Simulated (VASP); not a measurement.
A run of VASP 6.6.1 is set up as follows.

The input POSCAR:

```
H10CO6
1.0
    5.4814800000      0.0000000000      0.0000000000
    0.0000000000      5.4814800000      0.0000000000
    0.0000000000      0.0000000000      5.4814800000
O H C
6 10 1
Direct
    0.7988353510      0.3047169742      0.5655954231
    1.0117340572      0.4449528230      1.0399563622
    0.9004137569      0.9036975415      0.2727730467
    0.3158453556      0.7126542467      0.5365156855
    0.3921386195      0.1477155805      0.3491940133
    0.4532170144     -0.0182250049     -0.0258141962
    0.6363427396      0.3309325219      0.5065237855
    0.8334792793      0.1441034173      0.5173055452
    1.0051847311      0.3171406263      1.1511854463
    0.8675759102      0.4099440297      0.9322664682
    0.8695096945      0.7925049439      0.1327196305
    1.0752752906      0.8550063122      0.2995906215
    0.4116953815      0.7165400585      0.6928055927
    0.1822135628      0.6021731357      0.5505082569
    0.3602129352     -0.0179331130      0.4296284945
    0.5038237848      0.3425534710      0.0425250115
    0.4495501215      0.1582966644      0.1061209746
```

File INCAR.step1:

```
PREC = Accurate ; ENCUT = 520
ISMEAR = -1 ; SIGMA = 0.02
LREAL = Auto ; LASPH = True
NELM = 80 ; NBANDS = 39
GGA = PE ; ALGO = Normal
EDIFF = 1E-4 ; LWAVE = True
LCHARG = False
```

File INCAR.step2:

```
PREC = Accurate ; ENCUT = 520
EDIFF = 1E-7 ; ISMEAR = -1
SIGMA = 0.02 ; LREAL = Auto
LASPH = True ; NELM = 80
ALGO = Normal ; ISIF = 2
LWAVE = False ; LCHARG = False
METAGGA = R2SCAN ; LMIXTAU = True
IVDW = 12 ; VDW_S6 = 1.0
VDW_S8 = 0.78981345 ; VDW_A1 = 0.49484001
VDW_A2 = 5.73083694 ; NBANDS = 39
ISTART = 1
```

KPOINTS

```
Automatic mesh
0
Gamma
  1 1 1
```

Potentials or basis: VASP PAW PBE potentials, release 64 (O, H, C).

Launch:

```console
$ cat potpaw_PBE.64/O/POTCAR potpaw_PBE.64/H/POTCAR potpaw_PBE.64/C/POTCAR > POTCAR
$ cp INCAR.step1 INCAR
$ mpirun -np 1 vasp_gam > vasp.out
$ cp INCAR.step2 INCAR
$ mpirun -np 1 vasp_gam > vasp.out
```

**Question.** Predict the largest force.

**Answer.** 3.052 eV/Å.

**Question.** Predict the dispersion energy per atom.

**Answer.** -0.020 eV.

Stress tensor (GPa, compression positive):
```
-2.59 -0.01  0.20
-0.01  0.36  0.28
 0.20  0.28 -3.72
```

Caveat: the k points lie up to 1.15 Å⁻¹ apart, too coarse for converged energies, forces and pressures; the PAW data sets were made with another functional, which shifts forces and pressure a little.
